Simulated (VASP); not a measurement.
# Cr (I4/mmm) in VASP: further runs

Cr is run at these levels: PBE; tasks: single point.

All numbers are computed with VASP 6.6.1; they aren't measurements. Logs are shortened: lines on timing, memory, paths and dates and some standing lists are left out, and cuts for length are marked.

## (1) The cell of the first run

The structure is tetragonal, space group I4/mmm (No. 139). The conventional cell has a = 2.884 Å, b = 2.884 Å, c = 2.769 Å, α = 90.00°, β = 90.00°, γ = 90.00°. Cr (site symmetry 4/mmm) has 14 Cr at 2.46 to 2.88 Å within 3.3 Å.

## (2) Single point, PBE (strain +0.000 along x and y, -0.040 along z)

The input, INCAR:

```
SYSTEM = Cr
ALGO = Fast
EDIFF = 1E-7
ENCUT = 520
GGA = PE
ISIF = 2
ISMEAR = 0
LASPH = .TRUE.
LCHARG = .TRUE.
LELF = .TRUE.
LREAL = .FALSE.
LVHAR = .TRUE.
LWAVE = .FALSE.
NBANDS = 12
NELM = 80
PREC = Accurate
SIGMA = 0.15
```

The input, KPOINTS:

```
k-points
0
G
  24 24 24
  0 0 0
```

The input, POSCAR:

```
Cr
1.0
   -1.4419500000      1.4419500000      1.3842720000
    1.4419500000     -1.4419500000      1.3842720000
    1.4419500000      1.4419500000     -1.3842720000
Cr
1
Direct
    0.0000000000      0.0000000000      0.0000000000
```

Potentials or basis: VASP PAW PBE potentials, release 64 (Cr_pv).

Started as:

```bash
$ cat potpaw_PBE.64/Cr_pv/POTCAR > POTCAR
$ mpirun -np 1 vasp_std > vasp.out
```

OUTCAR:

```text
SYSTEM = Cr
   EDIFF = 1E-7
   ENCUT = 520
   GGA = PE
   ISIF = 2
   ISMEAR = 0
   LASPH = .TRUE.
   LREAL = .FALSE.
   NELM = 80
   PREC = Accurate

 ion  position               nearest neighbor table
   1  0.000  0.000  0.000-

  LATTYP: Found a body centered tetragonal cell.
 ALAT       =     2.8839000000
 C/A-ratio  =     0.9600000000

  Lattice vectors:

 A1 = (  -1.4419500000,   1.4419500000,   1.3842720000)
 A2 = (   1.4419500000,  -1.4419500000,   1.3842720000)
 A3 = (   1.4419500000,   1.4419500000,  -1.3842720000)

Analysis of symmetry for initial positions (statically):
=====================================================================
 Subroutine PRICEL returns:
 Original cell was already a primitive cell.

 Routine SETGRP: Setting up the symmetry group for a
 body centered tetragonal supercell.

 Subroutine GETGRP returns: Found 16 space group operations
 (whereof 16 operations were pure point group operations)
 out of a pool of 16 trial point group operations.

The static configuration has the point symmetry D_4h.

Analysis of symmetry for dynamics (positions and initial velocities):
=====================================================================
 Subroutine PRICEL returns:
 Original cell was already a primitive cell.

 Routine SETGRP: Setting up the symmetry group for a
 body centered tetragonal supercell.

 Subroutine GETGRP returns: Found 16 space group operations
 (whereof 16 operations were pure point group operations)
 out of a pool of 16 trial point group operations.

The dynamic configuration has the point symmetry D_4h.

 Subroutine INISYM returns: Found 16 space group operations
 (whereof 16 operations are pure point group operations),
 and found     1 'primitive' translations

----------------------------------------------------------------------------------------

                                     Primitive cell

  volume of cell :      11.5128

  direct lattice vectors                    reciprocal lattice vectors
    -1.441950000  1.441950000  1.384272000     0.000000000  0.346752661  0.361200689
     1.441950000 -1.441950000  1.384272000     0.346752661  0.000000000  0.361200689
     1.441950000  1.441950000 -1.384272000     0.346752661  0.346752661  0.000000000

  length of vectors
     2.464680218  2.464680218  2.464680218     0.500702852  0.500702852  0.490382316

  position of ions in fractional coordinates (direct lattice)
     0.000000000  0.000000000  0.000000000

  ion indices of the primitive-cell ions
   primitive index   ion index
                 1           1

----------------------------------------------------------------------------------------

 KPOINTS: k-points

Automatic generation of k-mesh.
 Grid dimensions read from file:
 generate k-points for:   24   24   24

 Generating k-lattice:

  Cartesian coordinates                     Fractional coordinates (reciprocal lattice)
     0.000000000  0.014448028  0.015050029     0.041666667  0.000000000 -0.000000000
     0.014448028  0.000000000  0.015050029     0.000000000  0.041666667 -0.000000000
     0.014448028  0.014448028  0.000000000     0.000000000  0.000000000  0.041666667

  Length of vectors
     0.020862619  0.020862619  0.020432597

  Shift w.r.t. Gamma in fractional coordinates (k-lattice)
     0.000000000  0.000000000  0.000000000

 Subroutine IBZKPT returns following result:
 ===========================================

 Found   1063 irreducible k-points:

 Following reciprocal coordinates:
            Coordinates               Weight
  0.000000  0.000000  0.000000      1.000000
  0.041667  0.000000  0.000000      8.000000
  0.083333  0.000000  0.000000      8.000000
  0.125000  0.000000  0.000000      8.000000
  0.166667  0.000000 -0.000000      8.000000
  0.208333  0.000000  0.000000      8.000000
[... 16 lines left out ...]
  0.416667  0.041667  0.000000     16.000000
  0.458333  0.041667  0.000000     16.000000
 [... further k-points ...]
   k-points           NKPTS =   1063   k-points in BZ     NKDIM =   1063   number of bands    NBANDS=     12
   number of dos      NEDOS =    301   number of ions     NIONS =      1
   total plane-waves  NPLWV =   5832
   dimension x,y,z NGX =    18 NGY =   18 NGZ =   18
   dimension x,y,z NGXF=    36 NGYF=   36 NGZF=   36
   ions per type =               1
   NGX,Y,Z   is equivalent  to a cutoff of  12.14, 12.14, 12.14 a.u.
   NGXF,Y,Z  is equivalent  to a cutoff of  24.28, 24.28, 24.28 a.u.
 SYSTEM =  Cr
   PREC   = accura    normal or accurate (medium, high low for compatibility)
   ISTART =      0    job   : 0-new  1-cont  2-samecut
   ICHARG =      2    charge: 1-file 2-atom 10-const
   ISPIN  =      1    spin polarized calculation?
   LNONCOLLINEAR =      F non collinear calculations
   LSORBIT =      F    spin-orbit coupling
   LASPH  =      T    aspherical Exc in radial PAW
   ENCUT  =  520.0 eV  38.22 Ry    6.18 a.u.   4.58  4.58  4.58*2*pi/ulx,y,z
   NELM   =     80;   NELMIN=  2; NELMDL= -5     # of ELM steps
   EDIFF  = 0.1E-06   stopping-criterion for ELM
   LREAL  =      F    real-space projection
   EDIFFG = 0.1E-05   stopping-criterion for IOM
   NSW    =      0    number of steps for IOM
   IBRION =     -1    ionic relax: 0-MD 1-quasi-New 2-CG
   NFREE  =      0    steps in history (QN), initial steepest desc. (CG)
   ISIF   =      2    stress and relaxation
   ISYM   =      2    0-nonsym 1-usesym 2-fastsym
   POTIM  = 0.5000    time-step for ionic-motion
   TEBEG  =    0.0;   TEEND  =   0.0 temperature during run
   PSTRESS=    0.0 pullay stress
   NELECT =      12.0000    total number of electrons
   NUPDOWN=      -1.0000    fix difference up-down
   EMIN   =  10.00;   EMAX   =-10.00  energy-range for DOS
   EFERMI =   0.00;   METHOD = LEGACY
   ISMEAR =     0;   SIGMA  =   0.15  broadening in eV -4-tet -1-fermi 0-gaus
   EFERMI_NEDOS =   21; number of points for ismear=-14 and -15
   IALGO  =     68    algorithm
   IMIX   =      4    mixing-type and parameters
     AMIX     =   0.40;   BMIX     =  1.00
     AMIX_MAG =   1.60;   BMIX_MAG =  1.00
  volume/ion in A,a.u.               =      11.51        77.69
  Fermi-wavevector in a.u.,A,eV,Ry     =   1.659872  3.136704 37.486439  2.755176
  Thomas-Fermi vector in A             =   2.747206
   LORBIT       =      0    0 simple, 1 ext, 2 COOP (PROOUT), +10 PAW based schemes
   GGA     = PE    functional components
   LHFCALC =     F    Hartree Fock is set to
   AEXX    =    0.0000 exact exchange contribution
   IVDW    =     0    specifies the selected vdW correction
   LEPSILON=     F    determine dielectric tensor
   LRPA    =     F    only Hartree local field effects (RPA)
 non-spin polarized calculation
 RMM-DIIS sequential band-by-band and
 Gauss-broadening in eV      SIGMA  =   0.15
  energy-cutoff  :      520.00
  volume of cell :       11.51
 maximum number of plane-waves:       331
   NGX =  9   NGY =  9   NGZ =  9

 number of electron      11.9999999 magnetization

 Free energy of the ion-electron system (eV)
  ---------------------------------------------------
  ext. energy  EPLUGINS =         0.00000000
  ---------------------------------------------------
  free energy    TOTEN  =        -9.50593223 eV

  energy without entropy =       -9.49843336  energy(sigma->0) =       -9.50218279

 E-fermi :  11.0327     XC(G=0): -13.6927

 val. band max:       11.0270763277   @ k =  -0.2500   0.2917   0.2500
 cond. band min:      11.0369645277   @ k =  -0.1667   0.2500   0.0833
 fundamental gap:      0.0098881999
 Fermi energy:        11.0326784613

 k-point     1 :       0.0000    0.0000    0.0000
  band No.  band energies     occupation
      1     -31.7081      2.00000
      2     -31.7081      2.00000
      3     -31.6856      2.00000
      4       3.1515      2.00000
      5       9.8815      2.00000
      6      10.2325      2.00000
      7      10.2325      2.00000
      8      11.9694      0.00000
      9      12.3372      0.00000
     10      18.1304      0.00000
     11      33.0408      0.00000
     12      33.0411      0.00000

 k-point     2 :       0.0417    0.0000    0.0000
  band No.  band energies     occupation
      1     -31.7188      2.00000
      2     -31.7132      2.00000
      3     -31.6918      2.00000
      4       3.2295      2.00000
      5       9.8904      2.00000
      6      10.2258      2.00000
      7      10.2444      2.00000
      8      11.9667      0.00000
      9      12.3103      0.00000
     10      18.1304      0.00000
     11      32.9625      0.00000
     12      33.0973      0.00000

 k-point     3 :       0.0833    0.0000    0.0000
  band No.  band energies     occupation
      1     -31.7630      2.00000
      2     -31.7284      2.00000
      3     -31.6967      2.00000
      4       3.4600      2.00000
      5       9.8677      2.00000
      6      10.2000      2.00000
      7      10.3306      2.00000
      8      11.9557      0.00000
      9      12.2465      0.00000
     10      18.1304      0.00000
     11      32.6447      0.00000
     12      33.2650      0.00000
[... 286 lines left out ...]
 k-point    23 :       0.4167    0.0417    0.0000
  band No.  band energies     occupation
      1     -32.5829      2.00000
      2     -31.9995      2.00000
      3     -31.7231      2.00000
      4       6.6196      2.00000
      5       8.4872      2.00000
      6      11.4884      0.00002
      7      12.2515      0.00000
      8      12.7374      0.00000
      9      13.8456      0.00000
     10      18.1257      0.00000
     11      21.8128      0.00000
     12      28.1002      0.00000

 k-point    24 :       0.4583    0.0417    0.0000
  band No.  band energies     occupation
      1     -32.6115      2.00000
      2     -32.0099      2.00000
      3     -31.7234      2.00000
      4       6.6073      2.00000
      5       8.4400      2.00000
      6      11.8095      0.00000
      7      12.2679      0.00000
      8      12.8272      0.00000
      9      14.0493      0.00000
     10      18.1240      0.00000
     11      21.1974      0.00000
     12      27.9083      0.00000

 [... further k-points ...]

------------------------ aborting loop because EDIFF is reached ----------------------------------------

  FORCE on cell =-STRESS in cart. coord.  units (eV):
  Direction    XX          YY          ZZ          XY          YZ          ZX
  --------------------------------------------------------------------------------------
  -------------------------------------------------------------------------------------
  Total       -0.3071034     -0.3071034      0.7546465      0.0000000      0.0000000     -0.0000000
  in kB      -42.7379217    -42.7379217    105.0200690      0.0000000      0.0000000     -0.0000000
  external PRESSURE =       6.5147419 kB  Pullay stress =       0.0000000 kB

 VOLUME and BASIS-vectors are now :
 -----------------------------------------------------------------------------
  energy-cutoff  :      520.00
  volume of cell :       11.51
      direct lattice vectors                 reciprocal lattice vectors
    -1.441950000  1.441950000  1.384272000     0.000000000  0.346752661  0.361200689
     1.441950000 -1.441950000  1.384272000     0.346752661  0.000000000  0.361200689
     1.441950000  1.441950000 -1.384272000     0.346752661  0.346752661  0.000000000

 POSITION                                       TOTAL-FORCE (eV/Angst)
 -----------------------------------------------------------------------------------
      0.00000      0.00000      0.00000         0.000000      0.000000     -0.000000
 -----------------------------------------------------------------------------------
    total drift:                                0.000000      0.000000      0.000000

  FREE ENERGIE OF THE ION-ELECTRON SYSTEM (eV)
  ---------------------------------------------------
  free  energy   TOTEN  =        -9.5059322258 eV

  energy  without entropy=       -9.4984333574  energy(sigma->0) =       -9.50218279
```

Run time: 54 s. Hardware: 1 thread of Intel Xeon 6975P-C (Granite Rapids), shared host; peak memory 0.24 GiB.

Results:

```
Free energy            : -9.5059 eV
Pressure               : 0.7 GPa
Band gap on the k mesh : zero (band 6 reaches 13.45 eV, above the bottom of band 7 at 10.16 eV)
```

Stress tensor (GPa, compression positive):
```
-4.27  0.00  0.00
 0.00 -4.27  0.00
 0.00  0.00 10.50
```

Levels at points of the mesh, in eV from the Fermi level:
```tsv
k point	band 4	band 5	band 6	band 7	band 8	band 9
(0.00, 0.00, 0.00)	-7.88	-1.15	-0.80	-0.80	0.94	1.30
(0.50, 0.00, 0.00)	-4.47	-2.61	1.16	1.25	1.63	2.84
(0.50, 0.50, 0.00)	-4.43	-2.20	0.86	0.88	1.36	2.80
(0.50, 0.50, 0.50)	-4.41	-4.28	2.42	2.42	2.49	7.09
```

Caveat: the cell differs from its parent crystal (strain +0.000 along x and y, -0.040 along z); the run has no spin polarisation, though such a crystal can be magnetic.

## (3) Single point, PBE (strain +0.000 along x and y, +0.040 along z)

The input, INCAR:

```
SYSTEM = Cr
PREC = Accurate ; ENCUT = 520
EDIFF = 1E-7 ; ISMEAR = 0
SIGMA = 0.15 ; LREAL = .False.
LASPH = .True. ; NELM = 100
ALGO = Fast ; ISIF = 2
LWAVE = .False. ; LCHARG = .False.
GGA = PE ; NBANDS = 12
```

The input, KPOINTS:

```
Automatic mesh
0
Gamma
  24 24 24
  0 0 0
```

The input, POSCAR:

```
Cr
1.0
   -1.4419500000      1.4419500000      1.4996280000
    1.4419500000     -1.4419500000      1.4996280000
    1.4419500000      1.4419500000     -1.4996280000
Cr
1
Direct
    0.0000000000      0.0000000000      0.0000000000
```

Potentials or basis: VASP PAW PBE potentials, release 64 (Cr_pv).

Started as:

```bash
$ cat potpaw_PBE.64/Cr_pv/POTCAR > POTCAR
$ mpirun -np 1 vasp_std > vasp.out
```

It took 60 s on 1 thread of Intel Xeon 6975P-C (Granite Rapids), shared host; peak memory 0.26 GiB.

The run converged. Its results:

```yaml
Free_energy: -9.4551 eV
Pressure: -16.9 GPa
Band_gap_on_the_k_mesh: zero (band 6 reaches 12.06 eV, above the bottom of band 7 at 9.25 eV)
```

Stress tensor (GPa, compression positive):
```
-13.27   0.00   0.00
  0.00 -13.27   0.00
  0.00   0.00 -24.30
```

Levels at points of the mesh, in eV from the Fermi level:
```
           k point  band 4  band 5  band 6  band 7  band 8  band 9
(0.00, 0.00, 0.00)   -7.57   -0.91   -0.91   -0.63    0.88    1.17
(0.50, 0.00, 0.00)   -4.06   -2.09    0.84    0.85    1.34    2.51
(0.50, 0.50, 0.00)   -4.08   -2.43    1.17    1.22    1.43    2.56
(0.50, 0.50, 0.50)   -3.92   -3.81    2.14    2.21    2.21    7.06
```

Caveat: the cell differs from its parent crystal (strain +0.000 along x and y, +0.040 along z); the run has no spin polarisation, though such a crystal can be magnetic.

## (4) Single point, PBE (strain -0.040 along x and y, -0.080 along z)

The input, INCAR:

```
PREC     = Accurate       # precision mode
ENCUT    = 520            # plane-wave cutoff, eV
EDIFF    = 1E-7           # SCF threshold, eV
ISMEAR   = 0              # smearing method
SIGMA    = 0.15           # smearing width, eV
LREAL    = False          # projectors in reciprocal space
LASPH    = True           # aspherical terms in the spheres
NELM     = 60             # most SCF steps
ALGO     = Normal         # electronic algorithm
ISIF     = 2              # what is computed and relaxed
LWAVE    = False          # write WAVECAR
LCHARG   = False          # write CHGCAR
GGA      = PE             # functional
NBANDS   = 12             # bands
```

The input, KPOINTS:

```
regular mesh
0
Gamma
  24 24 24
```

The input, POSCAR:

```
Cr
1.0
   -1.3842720000      1.3842720000      1.3265940000
    1.3842720000     -1.3842720000      1.3265940000
    1.3842720000      1.3842720000     -1.3265940000
Cr
1
Direct
    0.0000000000      0.0000000000      0.0000000000
```

Started as:

```bash
$ cat potpaw_PBE.64/Cr_pv/POTCAR > POTCAR
$ mpirun -np 1 vasp_std > vasp.out
```

Wall time 34 s (1 thread of Intel Xeon 6975P-C (Granite Rapids), shared host); peak memory 0.23 GiB.

Results (log left out):

* Free energy: -9.3394 eV
* Pressure: 42.8 GPa
* Band gap on the k mesh: zero (band 6 reaches 15.80 eV, above the bottom of band 7 at 11.88 eV)

Stress tensor (GPa, compression positive):
```
35.98  0.00  0.00
 0.00 35.98  0.00
 0.00  0.00 56.40
```

Levels at points of the mesh, in eV from the Fermi level:
```csv
k point,band 4,band 5,band 6,band 7,band 8,band 9
"(0.00, 0.00, 0.00)",-8.32,-1.40,-0.97,-0.97,1.04,1.51
"(0.50, 0.00, 0.00)",-5.17,-3.13,1.36,1.64,1.92,3.37
"(0.50, 0.50, 0.00)",-5.10,-2.63,1.01,1.19,1.58,3.32
"(0.50, 0.50, 0.50)",-5.29,-5.13,2.86,2.86,2.95,7.17
```

Caveat: the cell differs from its parent crystal (strain -0.040 along x and y, -0.080 along z); the run has no spin polarisation, though such a crystal can be magnetic. Spin polarisation is off, so any magnetic state and its effect on volume and gap are missing.

## (5) Summary

| cell | gap on the mesh (eV) | pressure (GPa) |
| --- | --- | --- |
| a = 2.465 Å, angles 108.4, 108.4, 111.7°, 1 atom | none | 0.7 |
| a = 2.531 Å, angles 110.5, 110.5, 107.3°, 1 atom | none | -16.9 |
| a = 2.365 Å, angles 108.3, 108.3, 111.8°, 1 atom | none | 42.8 |

Alike in all rows: task single point; level PBE; potentials or basis VASP PAW PBE potentials, release 64 (Cr_pv); no spin polarisation; k mesh 24 × 24 × 24; cutoff (eV) 520; smearing gaussian 0.15 eV.

Caveats: the run has no spin polarisation, though such a crystal can be magnetic.

Total energies depend on the potentials used, so only differences within one code and one set of settings carry meaning.
